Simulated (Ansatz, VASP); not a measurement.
## One calculation of Fe, two programs

```xyz
1
Lattice="-1.4298 1.4298 1.4298 1.4298 -1.4298 1.4298 1.4298 1.4298 -1.4298" Properties=species:S:1:pos:R:3 pbc="T T T"
Fe    0.0000    0.0000    0.0000
```

Alike in both runs: task single point; functional PBE; k mesh 20 × 20 × 20; occupations gaussian, width 0.1 eV; collinear spin.

|  | VASP | Ansatz |
| --- | --- | --- |
| version | VASP 6.6.1 | Ansatz 0.2.0 |
| potentials or method | VASP PAW PBE potentials, release 64 (Fe), cutoff 520 eV | scalar-relativistic, plane waves, PAW |
| valence electrons in the cell | 8 | 16 |

```csv
,VASP,Ansatz,Ansatz less VASP
gap on the k mesh at the Fermi level (eV),none,none,-
pressure (GPa),-5.3,-5.1,+0.17
net moment per atom (μB),2.25,2.22,-0.022
size of the moment on the site where the two differ most (μB),2.25,2.28,+0.029
```

Site moments also hang on the region over which each program counts them. A gap of «none» marks a metal or a gap that the smearing closes. VASP's potentials hold 8 valence electrons a cell and Ansatz's 16, so a difference there can come from the potentials and not from the codes.
